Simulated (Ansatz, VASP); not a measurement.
## CsPbCl3: VASP beside Ansatz

```
Cs Pb Cl
1.0
     5.60500    0.00000    0.00000
     0.00000    5.60500    0.00000
     0.00000    0.00000    5.60500
Cs Pb Cl
1 1 3
Direct
  0.00000 0.00000 0.00000
  0.50000 0.50000 0.50000
  0.00000 0.50000 0.50000
  0.50000 0.00000 0.50000
  0.50000 0.50000 0.00000
```

Alike in both runs: task single point; functional LDA; k mesh 6 × 6 × 6; occupations gaussian, width 0.05 eV; no spin polarisation.

|  | VASP | Ansatz |
| --- | --- | --- |
| version | VASP 6.6.1 | Ansatz 0.2.0 |
| potentials or method | VASP PAW LDA potentials, release 64 (Cs_sv, Pb_d, Cl), cutoff 520 eV | scalar-relativistic, plane waves, PAW |
| valence electrons in the cell | 44 | 44 |

VASP gave:

| Item | Value |
| --- | --- |
| gap on the k mesh at the Fermi level (eV) | 1.71 |
| least direct gap on the mesh (eV) | 1.71 |
| pressure (GPa) | -1.2 |

Problem. Estimate Ansatz's values.

Solution. gap on the k mesh at the Fermi level (eV): 1.74; least direct gap on the mesh (eV): 1.74; pressure (GPa): -1.2.

LDA's correlation is that of Perdew and Zunger in VASP and of Perdew and Wang (1992) in Ansatz.

Neither program's run includes spin-orbit coupling.
